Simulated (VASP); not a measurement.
# CaBr (P-6m2) in VASP: notebook

Runs on CaBr. Level: PBE. Tasks: single point, relaxation of cell and atoms.

Program: VASP 6.6.1. These are calculated values, not measurements. Logs are shortened: lines on timing, memory, paths and dates and some standing lists are left out, and cuts for length are marked.

## 1. The cell of the first run

It takes space group P-6m2 (No. 187, hexagonal). Conventional cell: a = 3.916 Å, b = 3.916 Å, c = 4.407 Å, α = 90.00°, β = 90.00°, γ = 120.00°. Ca (site symmetry -6m2) has 6 Br at 3.16 Å and 6 Ca at 3.92 Å within 4.2 Å. Within 4.2 Å of Br (site symmetry -6m2) lie 6 Ca at 3.16 Å and 6 Br at 3.92 Å.

## 2. Single point, PBE

Input file INCAR:

```
  PREC = Accurate
  ENCUT = 520
  EDIFF = 1E-6
  ISMEAR = 1
  SIGMA = 0.1
  LREAL = F
  LASPH = T
  NELM = 60
  ALGO = Normal
  ISIF = 2
  LWAVE = F
  LCHARG = F
  GGA = PE
  NBANDS = 16
```

Input file KPOINTS:

```
regular mesh
0
Gamma
  13 13 10
```

Input file POSCAR:

```
CaBr
1.0
    3.9156463643      0.0000000000      0.0000000000
   -1.9578231821      3.3910492237      0.0000000000
    0.0000000000      0.0000000000      4.4073372830
Ca Br
1 1
Direct
    0.0000000000      0.0000000000      0.0000000000
    0.3333333333      0.6666666667      0.5000000000
```

Potentials or basis: VASP PAW PBE potentials, release 64 (Ca_sv, Br).

The run is started by

```console
cat potpaw_PBE.64/Ca_sv/POTCAR potpaw_PBE.64/Br/POTCAR > POTCAR
mpirun -np 1 vasp_std > vasp.out
```

OUTCAR:

```text
PREC = Accurate
   ENCUT = 520
   EDIFF = 1E-6
   ISMEAR = 1
   LREAL = F
   LASPH = T
   NELM = 60
   ISIF = 2
   GGA = PE

 ion  position               nearest neighbor table
   1  0.000  0.000  0.000-
   2  0.333  0.667  0.500-

  LATTYP: Found a hexagonal cell.
 ALAT       =     3.9156463643
 C/A-ratio  =     1.1255708184

  Lattice vectors:

 A1 = (   3.9156463643,   0.0000000000,   0.0000000000)
 A2 = (  -1.9578231821,   3.3910492237,   0.0000000000)
 A3 = (   0.0000000000,   0.0000000000,   4.4073372830)

Analysis of symmetry for initial positions (statically):
=====================================================================
 Subroutine PRICEL returns:
 Original cell was already a primitive cell.

 Routine SETGRP: Setting up the symmetry group for a
 hexagonal supercell.

 Subroutine GETGRP returns: Found 12 space group operations
 (whereof 12 operations were pure point group operations)
 out of a pool of 24 trial point group operations.

The static configuration has the point symmetry D_3h.

Analysis of symmetry for dynamics (positions and initial velocities):
=====================================================================
 Subroutine PRICEL returns:
 Original cell was already a primitive cell.

 Routine SETGRP: Setting up the symmetry group for a
 hexagonal supercell.

 Subroutine GETGRP returns: Found 12 space group operations
 (whereof 12 operations were pure point group operations)
 out of a pool of 24 trial point group operations.

The dynamic configuration has the point symmetry D_3h.

 Subroutine INISYM returns: Found 12 space group operations
 (whereof 12 operations are pure point group operations),
 and found     1 'primitive' translations

----------------------------------------------------------------------------------------

                                     Primitive cell

  volume of cell :      58.5213

  direct lattice vectors                    reciprocal lattice vectors
     3.915646364  0.000000000  0.000000000     0.255385678  0.147446990  0.000000000
    -1.957823182  3.391049224  0.000000000     0.000000000  0.294893979  0.000000000
     0.000000000  0.000000000  4.407337283     0.000000000  0.000000000  0.226894366

  length of vectors
     3.915646364  3.915646364  4.407337283     0.294893979  0.294893979  0.226894366

  position of ions in fractional coordinates (direct lattice)
     0.000000000  0.000000000  0.000000000
     0.333333333  0.666666667  0.500000000

  ion indices of the primitive-cell ions
   primitive index   ion index
                 1           1
                 2           2

----------------------------------------------------------------------------------------

 KPOINTS: regular mesh

Automatic generation of k-mesh.
 Grid dimensions read from file:
 generate k-points for:   13   13   10

 Generating k-lattice:

  Cartesian coordinates                     Fractional coordinates (reciprocal lattice)
     0.019645052  0.011342076  0.000000000     0.076923077  0.000000000  0.000000000
     0.000000000  0.022684152  0.000000000     0.000000000  0.076923077  0.000000000
     0.000000000  0.000000000  0.022689437     0.000000000  0.000000000  0.100000000

  Length of vectors
     0.022684152  0.022684152  0.022689437

  Shift w.r.t. Gamma in fractional coordinates (k-lattice)
     0.000000000  0.000000000  0.000000000

 Subroutine IBZKPT returns following result:
 ===========================================

 Found    126 irreducible k-points:

 Following reciprocal coordinates:
            Coordinates               Weight
  0.000000  0.000000  0.000000      1.000000
  0.076923 -0.000000  0.000000      6.000000
  0.153846  0.000000  0.000000      6.000000
  0.230769  0.000000  0.000000      6.000000
  0.307692  0.000000  0.000000      6.000000
  0.384615 -0.000000  0.000000      6.000000
[... 16 lines left out ...]
  0.076923 -0.000000  0.100000     12.000000
  0.153846  0.000000  0.100000     12.000000
 [... further k-points ...]
   k-points           NKPTS =    126   k-points in BZ     NKDIM =    126   number of bands    NBANDS=     16
   number of dos      NEDOS =    301   number of ions     NIONS =      2
   total plane-waves  NPLWV =  32400
   dimension x,y,z NGX =    30 NGY =   30 NGZ =   36
   dimension x,y,z NGXF=    60 NGYF=   60 NGZF=   72
   ions per type =               1   1
   NGX,Y,Z   is equivalent  to a cutoff of  12.74, 12.74, 13.58 a.u.
   NGXF,Y,Z  is equivalent  to a cutoff of  25.47, 25.47, 27.16 a.u.
 SYSTEM =  unknown system
   PREC   = accura    normal or accurate (medium, high low for compatibility)
   ISTART =      0    job   : 0-new  1-cont  2-samecut
   ICHARG =      2    charge: 1-file 2-atom 10-const
   ISPIN  =      1    spin polarized calculation?
   LNONCOLLINEAR =      F non collinear calculations
   LSORBIT =      F    spin-orbit coupling
   LASPH  =      T    aspherical Exc in radial PAW
   ENCUT  =  520.0 eV  38.22 Ry    6.18 a.u.   7.28  7.28  8.19*2*pi/ulx,y,z
   NELM   =     60;   NELMIN=  2; NELMDL= -5     # of ELM steps
   EDIFF  = 0.1E-05   stopping-criterion for ELM
   LREAL  =      F    real-space projection
   EDIFFG = 0.1E-04   stopping-criterion for IOM
   NSW    =      0    number of steps for IOM
   IBRION =     -1    ionic relax: 0-MD 1-quasi-New 2-CG
   NFREE  =      0    steps in history (QN), initial steepest desc. (CG)
   ISIF   =      2    stress and relaxation
   ISYM   =      2    0-nonsym 1-usesym 2-fastsym
   POTIM  = 0.5000    time-step for ionic-motion
   TEBEG  =    0.0;   TEEND  =   0.0 temperature during run
   PSTRESS=    0.0 pullay stress
   NELECT =      17.0000    total number of electrons
   NUPDOWN=      -1.0000    fix difference up-down
   EMIN   =  10.00;   EMAX   =-10.00  energy-range for DOS
   EFERMI =   0.00;   METHOD = LEGACY
   ISMEAR =     1;   SIGMA  =   0.10  broadening in eV -4-tet -1-fermi 0-gaus
   EFERMI_NEDOS =   21; number of points for ismear=-14 and -15
   IALGO  =     38    algorithm
   IMIX   =      4    mixing-type and parameters
     AMIX     =   0.40;   BMIX     =  1.00
     AMIX_MAG =   1.60;   BMIX_MAG =  1.00
  volume/ion in A,a.u.               =      29.26       197.46
  Fermi-wavevector in a.u.,A,eV,Ry     =   1.084226  2.048890 15.994277  1.175546
  Thomas-Fermi vector in A             =   2.220311
   LORBIT       =      0    0 simple, 1 ext, 2 COOP (PROOUT), +10 PAW based schemes
   GGA     = PE    functional components
   LHFCALC =     F    Hartree Fock is set to
   AEXX    =    0.0000 exact exchange contribution
   IVDW    =     0    specifies the selected vdW correction
   LEPSILON=     F    determine dielectric tensor
   LRPA    =     F    only Hartree local field effects (RPA)
 non-spin polarized calculation
 Methfessel and Paxton  Order N= 1 SIGMA  =   0.10
  energy-cutoff  :      520.00
  volume of cell :       58.52
 maximum number of plane-waves:      1606
 NGX is ok and might be reduce to    30
   NGX = 15   NGY = 15   NGZ = 17

 number of electron      16.9999999 magnetization

 Free energy of the ion-electron system (eV)
  ---------------------------------------------------
  ext. energy  EPLUGINS =         0.00000000
  ---------------------------------------------------
  free energy    TOTEN  =        -6.03150583 eV

  energy without entropy =       -6.02865227  energy(sigma->0) =       -6.03055465

 E-fermi :   4.5328     XC(G=0):  -8.7512

 val. band max:        4.5308049595   @ k =   0.2308   0.1538   0.4000
 cond. band min:       4.5416943556   @ k =   0.2308   0.0769   0.3000
 fundamental gap:      0.0108893962
 Fermi energy:         4.5327962408

 k-point     1 :       0.0000    0.0000    0.0000
  band No.  band energies     occupation
      1     -37.8924      2.00000
      2     -18.9540      2.00000
      3     -18.8381      2.00000
      4     -18.8381      2.00000
      5     -12.9887      2.00000
      6      -0.9989      2.00000
[... 8 lines left out ...]
     15      10.4927      0.00000
     16      11.2043      0.00000

 k-point     2 :       0.0769   -0.0000    0.0000
  band No.  band energies     occupation
      1     -37.8918      2.00000
      2     -18.9529      2.00000
      3     -18.8455      2.00000
      4     -18.8396      2.00000
      5     -12.9686      2.00000
      6      -0.9951      2.00000
[... 8 lines left out ...]
     15      10.3633      0.00000
     16      11.3521      0.00000

 k-point     3 :       0.1538    0.0000    0.0000
  band No.  band energies     occupation
      1     -37.8903      2.00000
      2     -18.9498      2.00000
      3     -18.8662      2.00000
      4     -18.8440      2.00000
      5     -12.9125      2.00000
      6      -0.9841      2.00000
[... 8 lines left out ...]
     15      10.2035      0.00000
     16      11.5358      0.00000

 k-point     4 :       0.2308    0.0000    0.0000
  band No.  band energies     occupation
      1     -37.8882      2.00000
      2     -18.9454      2.00000
      3     -18.8949      2.00000
      4     -18.8502      2.00000
      5     -12.8320      2.00000
      6      -1.1885      2.00000
[... 8 lines left out ...]
     15      10.1813      0.00000
     16      11.0471      0.00000
[... 324 lines left out ...]
 k-point    22 :       0.0000    0.0000    0.1000
  band No.  band energies     occupation
      1     -37.8923      2.00000
      2     -18.9592      2.00000
      3     -18.8379      2.00000
      4     -18.8379      2.00000
      5     -12.9720      2.00000
      6      -1.2026      2.00000
[... 8 lines left out ...]
     15      10.5225      0.00000
     16      11.2672      0.00000

 k-point    23 :       0.0769   -0.0000    0.1000
  band No.  band energies     occupation
      1     -37.8917      2.00000
      2     -18.9580      2.00000
      3     -18.8452      2.00000
      4     -18.8394      2.00000
      5     -12.9528      2.00000
      6      -1.1933      2.00000
[... 8 lines left out ...]
     15      10.3459      0.00000
     16      11.3878      0.00000

 k-point    24 :       0.1538    0.0000    0.1000
  band No.  band energies     occupation
      1     -37.8902      2.00000
      2     -18.9545      2.00000
      3     -18.8656      2.00000
      4     -18.8438      2.00000
      5     -12.8991      2.00000
      6      -1.1722      2.00000
[... 8 lines left out ...]
     15      10.0700      0.00000
     16      11.3781      0.00000

 [... further k-points ...]

------------------------ aborting loop because EDIFF is reached ----------------------------------------

  FORCE on cell =-STRESS in cart. coord.  units (eV):
  Direction    XX          YY          ZZ          XY          YZ          ZX
  --------------------------------------------------------------------------------------
  -------------------------------------------------------------------------------------
  Total        0.0188029      0.0188029      0.0480339      0.0000000      0.0000000      0.0000000
  in kB        0.5147809      0.5147809      1.3150565      0.0000000      0.0000000      0.0000000
  external PRESSURE =       0.7815394 kB  Pullay stress =       0.0000000 kB

 VOLUME and BASIS-vectors are now :
 -----------------------------------------------------------------------------
  energy-cutoff  :      520.00
  volume of cell :       58.52
      direct lattice vectors                 reciprocal lattice vectors
     3.915646364  0.000000000  0.000000000     0.255385678  0.147446990  0.000000000
    -1.957823182  3.391049224  0.000000000     0.000000000  0.294893979  0.000000000
     0.000000000  0.000000000  4.407337283     0.000000000  0.000000000  0.226894366

 POSITION                                       TOTAL-FORCE (eV/Angst)
 -----------------------------------------------------------------------------------
      0.00000      0.00000      0.00000         0.000000     -0.000000      0.000000
     -0.00000      2.26070      2.20367        -0.000000      0.000000      0.000000
 -----------------------------------------------------------------------------------
    total drift:                                0.000000     -0.000000     -0.000000

  FREE ENERGIE OF THE ION-ELECTRON SYSTEM (eV)
  ---------------------------------------------------
  free  energy   TOTEN  =        -6.0315058319 eV

  energy  without entropy=       -6.0286522713  energy(sigma->0) =       -6.03055465
```

It took 48 s on 1 thread of Intel Xeon 6975P-C (Granite Rapids), shared host; peak memory 0.26 GiB.

What came out:

```yaml
Free_energy: -6.0315 eV
Pressure: 0.1 GPa
Band_gap_on_the_k_mesh: zero (an odd number of electrons rules out a gap without spin polarisation)
```

Caveat: an odd number of electrons without spin polarisation forces a metal; a magnetic or distorted state may lie lower.

## 3. Relaxation of cell and atoms, PBE

This run uses another cell than the first one, of 28.84 Å³/atom.

Input file INCAR:

```
PREC = Accurate
ENCUT = 600
EDIFF = 1E-6
ISMEAR = 1
SIGMA = 0.1
LREAL = F
LASPH = T
NELM = 80
ALGO = Normal
ISIF = 3
LWAVE = F
LCHARG = F
GGA = PE
IBRION = 2
NSW = 80
EDIFFG = -0.01
```

Input file KPOINTS:

```
Automatic mesh
0
Gamma
  13 13 10
```

Input file POSCAR:

```
CaBr
1.0
    3.9170223800      0.0000000000      0.0000000000
   -1.9585111900      3.3922408900      0.0000000000
    0.0000000000      0.0000000000      4.3410340000
Ca Br
1 1
Direct
    0.0000000000      0.0000000000      0.0000000000
    0.3333333333      0.6666666667      0.5000000000
```

Potentials or basis: VASP PAW PBE potentials, release 64 (Ca_sv, Br).

The run is started by

```console
cat potpaw_PBE.64/Ca_sv/POTCAR potpaw_PBE.64/Br/POTCAR > POTCAR
mpirun -np 1 vasp_std > vasp.out
```

It took 2.9 min on 1 thread of Intel Xeon 6975P-C (Granite Rapids), shared host; peak memory 0.29 GiB.

It converged, with:

```
Free energy                           : -6.0316 eV
Relaxed volume                        : 29.46 Å³/atom
Relaxed cell                          : a = 3.918 Å, b = 3.918 Å, c = 4.431 Å, α = 90.00°, β = 90.00°, γ = 120.00°
Space group after relaxing (to 0.1 Å) : P-6m2 (No. 187)
Energy gained by relaxing             : 1.0 meV/atom
Ionic steps                           : 8
Pressure after relaxing               : 0.0 GPa
Band gap on the k mesh                : zero (an odd number of electrons rules out a gap without spin polarisation)
```

The path:
| step | energy change (eV) | largest force (eV/Å) | pressure (GPa) | volume (Å³) |
| --- | --- | --- | --- | --- |
| 1 | 0.0000 | 0.0000 | 0.26 | 57.68 |
| 2 | -0.0009 | 0.0000 | 0.16 | 58.08 |
| 3 | -0.0017 | 0.0000 | 0.00 | 58.72 |
| 4 | -0.0008 | 0.0000 | -0.36 | 60.00 |
| 5 | -0.0018 | 0.0000 | -0.07 | 58.99 |
| 6 | -0.0018 | 0.0000 | -0.09 | 59.05 |
| 7 | -0.0020 | 0.0000 | -0.04 | 58.97 |
| 8 | -0.0020 | 0.0000 | -0.02 | 58.91 |

Final structure:
```cif
data_structure
_symmetry_space_group_name_H-M 'P 1'
_symmetry_Int_Tables_number 1
_cell_length_a 3.9184
_cell_length_b 3.9184
_cell_length_c 4.4306
_cell_angle_alpha 90.000
_cell_angle_beta 90.000
_cell_angle_gamma 120.000
_cell_volume 58.91
loop_
_atom_site_label
_atom_site_type_symbol
_atom_site_fract_x
_atom_site_fract_y
_atom_site_fract_z
_atom_site_occupancy
Ca1 Ca 0.00000 0.00000 0.00000 1
Br1 Br 0.33333 0.66667 0.50000 1
```

Levels at points of the mesh, in eV from the Fermi level:
| k point | band 5 | band 6 | band 7 | band 8 | band 9 | band 10 | band 11 | band 12 |
| --- | --- | --- | --- | --- | --- | --- | --- | --- |
| (0.00, 0.00, 0.00) | -17.48 | -5.51 | -4.43 | -4.43 | -1.90 | 0.65 | 2.26 | 2.26 |
| (0.00, 0.00, 0.50) | -17.31 | -6.97 | -4.37 | -4.37 | 0.82 | 1.65 | 1.65 | 2.08 |

Caveat: an odd number of electrons without spin polarisation forces a metal; a magnetic or distorted state may lie lower.
